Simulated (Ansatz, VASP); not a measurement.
# Two plane-wave programs on MgO

File INCAR:

```
PREC = Accurate ; ENCUT = 520
EDIFF = 1E-7 ; ISMEAR = 0
SIGMA = 0.02 ; LREAL = F
LASPH = T ; NELM = 80
ALGO = Normal ; ISIF = 2
LWAVE = F ; LCHARG = T
GGA = PE ; LELF = T
LVHAR = T ; NBANDS = 16
```

File KPOINTS:

```
Automatic mesh
0
Gamma
  9 9 6
```

File POSCAR:

```
MgO
1.0
    3.3077869865      0.0000000000      0.0000000000
   -1.6538934933      2.8646275606      0.0000000000
    0.0000000000      0.0000000000      4.9828816700
Mg O
2 2
Direct
    0.3333333300      0.6666666700      0.0021597400
    0.6666666700      0.3333333300      0.5021597400
    0.3786808692      0.6666666700      0.4024402600
    0.6666666700      0.3333333300      0.9024402600
```

Input for Ansatz:

```yaml
crystal:
  lattice:
    - [3.3077869865, 0.0, 0.0]
    - [-1.6538934933, 2.8646275606, 0.0]
    - [0.0, 0.0, 4.98288167]
  atoms:
    - { symbol: Mg, position: [0.33333333, 0.66666667, 0.00215974] }
    - { symbol: Mg, position: [0.66666667, 0.33333333, 0.50215974] }
    - { symbol: O, position: [0.3786808692, 0.66666667, 0.40244026] }
    - { symbol: O, position: [0.66666667, 0.33333333, 0.90244026] }
basis:
  ecutwfc: 420
kpoints:
  mp_grid: { grid: [9, 9, 6] }
hamiltonian:
  xc: pbe
scf:
  occupations: { method: gaussian, width: 0.02 }
output:
  forces: true
  stress: true
  eigenvalues: true
```

Change from the starting cell: one atom moved.

Alike in both runs: task single point; functional PBE; k mesh 9 × 9 × 6; occupations gaussian, width 0.02 eV; no spin polarisation.

|  | VASP | Ansatz |
| --- | --- | --- |
| version | VASP 6.6.1 | Ansatz 0.2.0 |
| potentials or method | VASP PAW PBE potentials, release 64 (Mg, O), cutoff 520 eV | scalar-relativistic, plane waves, PAW |
| valence electrons in the cell | 16 | 32 |

VASP gave:

```
gap on the k mesh at the Fermi level (eV)                     : 3.43
least direct gap on the mesh (eV)                             : 3.43
pressure (GPa)                                                : 4.0
traceless stress, the component that is largest in VASP (GPa) : -4.81
rms of the force components (eV/Å)                            : 0.679
```

Problem. Estimate Ansatz's values.

Solution. gap on the k mesh at the Fermi level (eV): 3.45; least direct gap on the mesh (eV): 3.45; pressure (GPa): 4.4; traceless stress, the component that is largest in VASP (GPa): -4.73; rms of the force components (eV/Å): 0.670.

Atom by atom the forces differ by 0.009 eV/Å (rms over components). With one functional, cell and mesh, what is left measures potentials, basis and numerics. VASP's potentials hold 16 valence electrons a cell and Ansatz's 32, so a difference there can come from the potentials and not from the codes.
